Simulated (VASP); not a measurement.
Write the native input for VASP 6.6.1 that does the following.

```
Task                   : electric field gradients
Functional             : PBEsol
Potentials or basis    : VASP PAW PBE potentials, release 64 (Y_sv, Sn_d)
Cutoff                 : 520 eV
k mesh                 : 8 × 8 × 8
Occupations            : fermi-dirac, width 0.05 eV
Spin                   : no spin polarisation
Dipole correction      : no
Further INCAR settings : ALGO = Normal; EDIFF = 1e-08; NBANDS = 34
```

The structure of YSn3 lies in POSCAR:

```
YSn3
1.0
    4.6815017750      0.0000000000      0.0000000000
    0.0000000000      4.6815017750      0.0000000000
    0.0000000000      0.0000000000      4.6815017750
Y Sn
1 3
Direct
    0.0000000000      0.0000000000      0.0000000000
    0.0000000000      0.5000000000      0.5000000000
    0.5000000000      0.0000000000      0.5000000000
    0.5000000000      0.5000000000      0.0000000000
```

This cell differs from its parent crystal: volume scaled by 1.01.

One way to write it, as run:

INCAR

```
SYSTEM = YSn3
PREC = Accurate ; ENCUT = 520
EDIFF = 1E-8 ; ISMEAR = -1
SIGMA = 0.05 ; LREAL = .False.
LASPH = .True. ; NELM = 80
ALGO = Normal ; ISIF = 2
LWAVE = .False. ; LCHARG = .False.
GGA = PS ; LEFG = .True.
NBANDS = 34
```

KPOINTS

```
regular mesh
0
Gamma
  8 8 8
  0 0 0
```

Potentials or basis: VASP PAW PBE potentials, release 64 (Y_sv, Sn_d).

The run is started by

```sh
$ cat potpaw_PBE.64/Y_sv/POTCAR potpaw_PBE.64/Sn_d/POTCAR > POTCAR
$ mpirun -np 1 vasp_std > vasp.out
```

It gave:

* Pressure: -1.5 GPa

Caveat: without QUAD_EFG the Cq values of the log hold for a quadrupole moment of 1 mb, not for the nuclei; the PAW data sets were made with another functional, which shifts forces and pressure a little.

Wall time 110 s on 1 thread of Intel(R) Xeon(R) Platinum 8259CL CPU @ 2.50GHz (Skylake/Cascade Lake), on a shared host, peak memory 0.28 GiB.
